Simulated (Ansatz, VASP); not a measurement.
**HfSi4: VASP beside Ansatz**

The input INCAR:

```
SYSTEM = HfSi4
PREC     = Accurate       ! precision mode
ENCUT    = 520            ! plane-wave cutoff, eV
EDIFF    = 1E-7           ! SCF threshold, eV
ISMEAR   = 0              ! smearing method
SIGMA    = 0.1            ! smearing width, eV
LREAL    = .FALSE.        ! projectors in reciprocal space
LASPH    = .TRUE.         ! aspherical terms in the spheres
NELM     = 80             ! most SCF steps
ALGO     = Normal         ! electronic algorithm
ISIF     = 2              ! what is computed and relaxed
LWAVE    = .FALSE.        ! write WAVECAR
LCHARG   = .TRUE.         ! write CHGCAR
GGA      = PE             ! functional
LELF     = .TRUE.         ! ELF
LVHAR    = .TRUE.       
NBANDS   = 21             ! bands
```

The input KPOINTS:

```
Automatic mesh
0
G
  4 4 4
  0 0 0
```

POSCAR

```
HfSi4
1.0
    4.7030940500      0.0000000000      0.0000000000
    0.0000000000      4.7030940500      0.0000000000
    0.0000000000      0.0000000000      3.8348850400
Hf Si
1 4
Direct
    0.5000000000      0.5000000000      0.8985560800
    0.8250925800      0.5000000000      0.2132866000
    0.1749074200      0.5000000000      0.2132866000
    0.5000000000      0.8250925800      0.2132866000
    0.5000000000      0.1749074200      0.2132866000
```

Input for Ansatz:

```yaml
crystal:
  lattice:
    - [4.70309405, 0.0, 0.0]
    - [0.0, 4.70309405, 0.0]
    - [0.0, 0.0, 3.83488504]
  atoms:
    - { symbol: Hf, position: [0.5, 0.5, 0.89855608] }
    - { symbol: Si, position: [0.82509258, 0.5, 0.2132866] }
    - { symbol: Si, position: [0.17490742, 0.5, 0.2132866] }
    - { symbol: Si, position: [0.5, 0.82509258, 0.2132866] }
    - { symbol: Si, position: [0.5, 0.17490742, 0.2132866] }
basis:
  ecutwfc: 420
kpoints:
  mp_grid: { grid: [4, 4, 4] }
hamiltonian:
  xc: pbe
scf:
  occupations: { method: gaussian, width: 0.1 }
  lower_state_search: "off"
output:
  forces: true
  stress: true
  eigenvalues: true
```

Alike in both runs: task single point; functional PBE; k mesh 4 × 4 × 4; occupations gaussian, width 0.1 eV; no spin polarisation.

|  | VASP | Ansatz |
| --- | --- | --- |
| version | VASP 6.6.1 | Ansatz 0.2.0 |
| potentials or method | VASP PAW PBE potentials, release 64 (Hf_pv, Si), cutoff 520 eV | scalar-relativistic, plane waves, PAW |
| valence electrons in the cell | 26 | 42 |

|  | VASP | Ansatz | Ansatz less VASP |
| --- | --- | --- | --- |
| gap on the k mesh at the Fermi level (eV) | none | none | - |
| rms of the force components (eV/Å) | 11.057 | 11.019 | -0.0371 |

Atom by atom the forces differ by 0.224 eV/Å (rms over components). A gap of «none» marks a metal or a gap that the smearing closes. VASP's potentials hold 26 valence electrons a cell and Ansatz's 42, so a difference there can come from the potentials and not from the codes.

The k mesh is coarse, so the values compare programs but aren't converged. Neither program's run includes spin-orbit coupling.
